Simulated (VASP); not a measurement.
NaCl: relaxation of cell and atoms with PBEsol

The system is NaCl.

```xyz
2
Lattice="3.5022 0.0000 0.0000 0.0000 3.5022 0.0000 0.0000 0.0000 3.5022" Properties=species:S:1:pos:R:3 pbc="T T T"
Cl    1.7511    1.7511    1.7511
Na    0.0000    0.0000    0.0000
```

```yaml
Program: VASP 6.6.1
Task: relaxation of cell and atoms
Functional: PBEsol
Potentials_or_basis: VASP PAW PBE potentials, release 64 (Cl, Na_pv)
Cutoff: 600 eV
k_mesh: 8 × 8 × 8
Occupations: fermi-dirac, width 0.05 eV
Spin: no spin polarisation
Target_pressure: 20 GPa
Dipole_correction: no
Further_INCAR_settings: ALGO = Normal; EDIFF = 1e-06; IBRION = 2; EDIFFG = -0.02; NSW = 80; ISIF = 3
```

The relaxed volume is 14.81 Å³/atom and the relaxed cell is a = 3.094 Å, b = 3.094 Å, c = 3.094 Å, α = 90.00°, β = 90.00°, γ = 90.00°. The space group after relaxing (to 0.1 Å) is Pm-3m (No. 221) and the energy change on relaxing (the run minimises the enthalpy) is +257.7 meV/atom. The ionic steps are 3 and the pressure after relaxing is 20.2 GPa. The band gap on the k mesh is 4.96 eV.

The path:
```csv
step,energy change (eV),largest force (eV/Å),pressure (GPa),volume (Å³)
1,0.0000,0.0000,-1.20,42.96
2,0.8202,0.0000,28.87,27.60
3,0.5155,0.0000,20.16,29.61
```

Final structure:
```
CELL_PARAMETERS angstrom
3.09379 0.00000 0.00000
0.00000 3.09379 0.00000
0.00000 0.00000 3.09379
ATOMIC_POSITIONS crystal
Cl 0.50000 0.50000 0.50000
Na 0.00000 0.00000 0.00000
```

Levels at points of the mesh, in eV from the valence-band top:
| k point | band 4 | band 5 | band 6 | band 7 | band 8 | band 9 | band 10 | band 11 |
| --- | --- | --- | --- | --- | --- | --- | --- | --- |
| (0.00, 0.00, 0.00) | -15.18 | -0.90 | -0.90 | -0.90 | 5.48 | 7.58 | 7.58 | 17.16 |
| (0.50, 0.00, 0.00) | -14.22 | -5.12 | -0.52 | -0.52 | 8.05 | 9.91 | 11.35 | 12.46 |
| (0.50, 0.50, 0.00) | -13.65 | -3.97 | -3.97 | 0.00 | 4.96 | 10.37 | 12.85 | 12.85 |
| (0.50, 0.50, 0.50) | -12.95 | -3.39 | -3.39 | -3.39 | 6.66 | 6.66 | 6.66 | 14.73 |

It took 14 s on 1 thread of Intel(R) Xeon(R) 6975P-C (Granite Rapids), on a shared host, peak memory 0.16 GiB.

Caveat: the cell is relaxed towards a set pressure, so the run minimises the enthalpy, not the energy; the volume moved by over 15 % at a fixed basis, so the end points are rough; the PAW data sets were made with another functional, which shifts forces and pressure a little. A k mesh can miss the band edges.
